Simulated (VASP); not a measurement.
# Au (Fm-3m) in VASP: further runs, part 2 of 2

VASP 6.6.1. Earlier steps stand in the parts before.

## (5) Single point, BLYP+D4

This run uses another cell than the first one, of 16.85 Å³/atom, 0.980 times its volume.

File INCAR:

```
SYSTEM = Au
PREC = Accurate
ENCUT = 520
EDIFF = 1E-6
ISMEAR = -1
SIGMA = 0.05
LREAL = .FALSE.
LASPH = .TRUE.
NELM = 80
ALGO = Normal
ISIF = 2
LWAVE = .FALSE.
LCHARG = .FALSE.
GGA = B5
ALDAX = 1.0
AGGAX = 1.0
AGGAC = 1.0
ALDAC = 0.0
IVDW = 13
VDW_S6 = 1.0
VDW_S8 = 2.34076671
VDW_A1 = 0.44488865
VDW_A2 = 4.0933009
NBANDS = 12
```

File KPOINTS:

```
Automatic mesh
0
G
  11 11 11
  0 0 0
```

File POSCAR:

```
Au
1.0
    0.0000000000      2.0350000000      2.0350000000
    2.0350000000      0.0000000000      2.0350000000
    2.0350000000      2.0350000000      0.0000000000
Au
1
Direct
    0.0000000000      0.0000000000      0.0000000000
```

Potentials or basis: VASP PAW PBE potentials, release 64 (Au).

Launch:

```bash
cat potpaw_PBE.64/Au/POTCAR > POTCAR
mpirun -np 1 vasp_std > vasp.out
```

OUTCAR:

```text
SYSTEM = Au
   PREC = Accurate
   ENCUT = 520
   EDIFF = 1E-6
   ISMEAR = -1
   LREAL = .FALSE.
   LASPH = .TRUE.
   NELM = 80
   ISIF = 2
   GGA = B5
   IVDW = 13

 ion  position               nearest neighbor table
   1  0.000  0.000  0.000-

  LATTYP: Found a face centered cubic cell.
 ALAT       =     4.0700000000

  Lattice vectors:

 A1 = (   0.0000000000,   2.0350000000,   2.0350000000)
 A2 = (   2.0350000000,   0.0000000000,   2.0350000000)
 A3 = (   2.0350000000,   2.0350000000,   0.0000000000)

Analysis of symmetry for initial positions (statically):
=====================================================================
 Subroutine PRICEL returns:
 Original cell was already a primitive cell.

 Routine SETGRP: Setting up the symmetry group for a
 face centered cubic supercell.

 Subroutine GETGRP returns: Found 48 space group operations
[... 9 lines left out ...]

 Routine SETGRP: Setting up the symmetry group for a
 face centered cubic supercell.

 Subroutine GETGRP returns: Found 48 space group operations
[... 11 lines left out ...]
                                     Primitive cell

  volume of cell :      16.8548

  direct lattice vectors                    reciprocal lattice vectors
     0.000000000  2.035000000  2.035000000    -0.245700246  0.245700246  0.245700246
     2.035000000  0.000000000  2.035000000     0.245700246 -0.245700246  0.245700246
     2.035000000  2.035000000  0.000000000     0.245700246  0.245700246 -0.245700246

  length of vectors
     2.877924599  2.877924599  2.877924599     0.425565309  0.425565309  0.425565309

  position of ions in fractional coordinates (direct lattice)
     0.000000000  0.000000000  0.000000000

  ion indices of the primitive-cell ions
   primitive index   ion index
                 1           1

[... 93 lines left out ...]
  Fermi-wavevector in a.u.,A,eV,Ry     =   1.420032  2.683470 27.436005  2.016489
  Thomas-Fermi vector in A             =   2.540990
   LORBIT       =      0    0 simple, 1 ext, 2 COOP (PROOUT), +10 PAW based schemes
   GGA     = B5    functional components
   LHFCALC =     F    Hartree Fock is set to
   AEXX    =    0.0000 exact exchange contribution
   IVDW    =    13    specifies the selected vdW correction
   LEPSILON=     F    determine dielectric tensor
   LRPA    =     F    only Hartree local field effects (RPA)
 non-spin polarized calculation
  energy-cutoff  :      520.00
  volume of cell :       16.85
 maximum number of plane-waves:       465
 NGX is ok and might be reduce to    24
   NGX = 11   NGY = 11   NGZ = 11

 number of electron      10.9999999 magnetization

 Free energy of the ion-electron system (eV)
  ---------------------------------------------------
  ext. energy  EPLUGINS =         0.00000000
  ---------------------------------------------------
  free energy    TOTEN  =        -2.29742733 eV

  energy without entropy =       -2.29667752  energy(sigma->0) =       -2.29705242

 E-fermi :  10.3753     XC(G=0): -12.1286

 val. band max:       10.1923302632   @ k =   0.4545   0.3636   0.0000
 cond. band min:      10.5168356354   @ k =  -0.4545   0.0909   0.0000
 fundamental gap:      0.3245053722
 Fermi energy:        10.3753206770

 k-point     1 :       0.0000    0.0000    0.0000
  band No.  band energies     occupation
      1       0.3656      2.00000
      2       5.4463      2.00000
      3       5.4463      2.00000
      4       5.4463      2.00000
      5       6.9904      2.00000
      6       6.9904      2.00000
      7      25.0263      0.00000
      8      28.9148      0.00000
      9      28.9148      0.00000
     10      28.9148      0.00000
     11      34.3487      0.00000
     12      38.7381      0.00000
[... 331 lines left out ...]
 k-point    24 :      -0.1818    0.1818    0.0000
  band No.  band energies     occupation
      1       2.9463      2.00000
      2       4.8517      2.00000
      3       5.6667      2.00000
      4       6.3370      2.00000
      5       6.3782      2.00000
      6       8.2383      2.00000
      7      21.8176      0.00000
      8      23.8390      0.00000
      9      28.1939      0.00000
     10      29.6565      0.00000
     11      32.3073      0.00000
     12      34.9261      0.00000

 [... further k-points ...]

------------------------ aborting loop because EDIFF is reached ----------------------------------------

  DFT-D4 for vdW energy calculation

  Edisp (eV):   -1.31983

  FORCE on cell =-STRESS in cart. coord.  units (eV):
  Direction    XX          YY          ZZ          XY          YZ          ZX
  --------------------------------------------------------------------------------------
  -------------------------------------------------------------------------------------
  Total       1.16784     1.16784     1.16784    -0.00000     0.00000    -0.00000
  in kB     111.01174   111.01174   111.01174    -0.00000     0.00000    -0.00000
  external pressure =      111.01 kB  Pullay stress =        0.00 kB

 VOLUME and BASIS-vectors are now :
 -----------------------------------------------------------------------------
  energy-cutoff  :      520.00
  volume of cell :       16.85
      direct lattice vectors                 reciprocal lattice vectors
     0.000000000  2.035000000  2.035000000    -0.245700246  0.245700246  0.245700246
     2.035000000  0.000000000  2.035000000     0.245700246 -0.245700246  0.245700246
     2.035000000  2.035000000  0.000000000     0.245700246  0.245700246 -0.245700246

 POSITION                                       TOTAL-FORCE (eV/Angst)
 -----------------------------------------------------------------------------------
      0.00000      0.00000      0.00000        -0.000000      0.000000      0.000000
 -----------------------------------------------------------------------------------
    total drift:                               -0.000000      0.000000     -0.000000

  FREE ENERGIE OF THE ION-ELECTRON SYSTEM (eV)
  ---------------------------------------------------
  free  energy   TOTEN  =        -3.6172580086 eV

  energy  without entropy=       -3.6165082013  energy(sigma->0) =       -3.61688310
```

OSZICAR:

```text
N       E                     dE             d eps       ncg     rms          rms(c)
DAV:   1     0.531727544850E+02    0.53173E+02   -0.55340E+03  1384   0.820E+02
DAV:   2    -0.176986644078E+01   -0.54943E+02   -0.51250E+02  1600   0.189E+02
DAV:   3    -0.257644797235E+01   -0.80658E+00   -0.80592E+00  1624   0.225E+01
DAV:   4    -0.257934967708E+01   -0.29017E-02   -0.29016E-02  1612   0.155E+00
DAV:   5    -0.257937247632E+01   -0.22799E-04   -0.22799E-04  1692   0.130E-01    0.940E+00
DAV:   6    -0.232038831223E+01    0.25898E+00   -0.68207E-01  1428   0.669E+00    0.569E+00
DAV:   7    -0.229998009084E+01    0.20408E-01   -0.63879E-02  1572   0.207E+00    0.261E+00
DAV:   8    -0.229743512670E+01    0.25450E-02   -0.16949E-03  1504   0.397E-01    0.243E-01
DAV:   9    -0.229742416089E+01    0.10966E-04   -0.10152E-05  1628   0.276E-02    0.307E-02
DAV:  10    -0.229742729946E+01   -0.31386E-05   -0.29242E-06  1568   0.172E-02    0.485E-04
DAV:  11    -0.229742732574E+01   -0.26273E-07   -0.27360E-08   864   0.135E-03
   1 F= -.36172580E+01 E0= -.36168831E+01  d E =-.749807E-03
```

Run time: 24 s. Hardware: 1 thread of Intel Xeon 6975P-C, shared host; peak memory 0.15 GiB.

Results:

```yaml
Free_energy: -3.6173 eV
Pressure: 11.1 GPa
Dispersion_energy_per_atom: -1.320 eV
```

Levels at points of the mesh, in eV from the Fermi level:
```tsv
k point	band 2	band 3	band 4	band 5	band 6	band 7	band 8	band 9	band 10	band 11
(0.00, 0.00, 0.00)	-4.93	-4.93	-4.93	-3.38	-3.38	14.65	18.54	18.54	18.54	23.97
```

Caveat: the PAW data sets were made with another functional, which shifts forces and pressure a little; spin-orbit coupling is left out, which moves the levels of the heavy elements; pairwise dispersion overbinds metals, which lowers pressure and volume.

## (6) The runs side by side

| level | cell | gap on the mesh (eV) | pressure (GPa) |
| --- | --- | --- | --- |
| revPBE+D3(BJ) | a = 2.897 Å, angles 60.0°, 1 atom | none | -2.6 |
| BLYP+D4 | a = 2.839 Å, angles 60.0°, 1 atom | none | 20.5 |
| BLYP+D4 | a = 2.859 Å, angles 60.0°, 1 atom | none | 15.5 |
| BLYP+D4 | a = 2.878 Å, angles 60.0°, 1 atom | none | 11.1 |

Alike in all rows: task single point; potentials or basis VASP PAW PBE potentials, release 64 (Au); no spin polarisation; k mesh 11 × 11 × 11; cutoff (eV) 520; smearing fermi-dirac 0.05 eV.

Caveats: the PAW data sets were made with another functional, which shifts forces and pressure a little; spin-orbit coupling is left out, which moves the levels of the heavy elements; pairwise dispersion overbinds metals, which lowers pressure and volume.

Total energies depend on the potentials used, so only differences within one code and one set of settings carry meaning.
